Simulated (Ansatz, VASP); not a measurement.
# Two plane-wave programs on As

INCAR

```
SYSTEM = As
  ALGO = Normal
  EDIFF = 1E-6
  ENCUT = 520
  GGA = RE
  ISIF = 2
  ISMEAR = -1
  LASPH = .TRUE.
  LCHARG = .TRUE.
  LELF = .TRUE.
  LREAL = .FALSE.
  LVHAR = .TRUE.
  LWAVE = .FALSE.
  NBANDS = 8
  NELM = 60
  PREC = Accurate
  SIGMA = 0.1
```

Contents of KPOINTS:

```
k-points
0
G
  13 13 13
  0 0 0
```

The input POSCAR:

```
As
1.0
    2.7480308684      0.0000000000      0.0000000000
    0.0000000000      2.7480308684      0.0000000000
    0.0000000000      0.0000000000      2.7480308684
As
1
Direct
    0.0000000000      0.0000000000      0.0000000000
```

Input for Ansatz:

```yaml
crystal:
  lattice:
    - [2.7480308684, 0.0, 0.0]
    - [0.0, 2.7480308684, 0.0]
    - [0.0, 0.0, 2.7480308684]
  atoms:
    - { symbol: As, position: [0.0, 0.0, 0.0] }
hamiltonian:
  xc: revpbe
  pseudopotentials:
    kind: paw
    azcp:
      As: "pseudopotentials/As.paw.azcp"
basis:
  ecutwfc: 420
  fft_grid_basis: typed
kpoints:
  mp_grid: { grid: [13, 13, 13], shift: [0, 0, 0] }
magnetization:
  spin_polarized: false
scf:
  occupations: { method: fermi_dirac, width: 0.1 }
  lower_state_search: "off"
output:
  stress: true
  write_density: true
  write_potential: true
  elf: true
  volumetric_format: npy
```

Alike in both runs: task single point; functional revPBE; k mesh 13 × 13 × 13; occupations fermi-dirac, width 0.1 eV; no spin polarisation.

|  | VASP | Ansatz |
| --- | --- | --- |
| version | VASP 6.6.1 | Ansatz 0.2.0 |
| potentials or method | VASP PAW PBE potentials, release 64 (As), cutoff 520 eV | plane waves (420 eV) with PAW, scalar-relativistic |
| valence electrons in the cell | 5 | 15 |

|  | VASP | Ansatz | Ansatz less VASP |
| --- | --- | --- | --- |
| pressure (GPa) | -0.2 | -0.3 | -0.09 |

VASP's potentials were made for PBE, not for revPBE. VASP's potentials hold 5 valence electrons a cell and Ansatz's 15, so a difference there can come from the potentials and not from the codes.
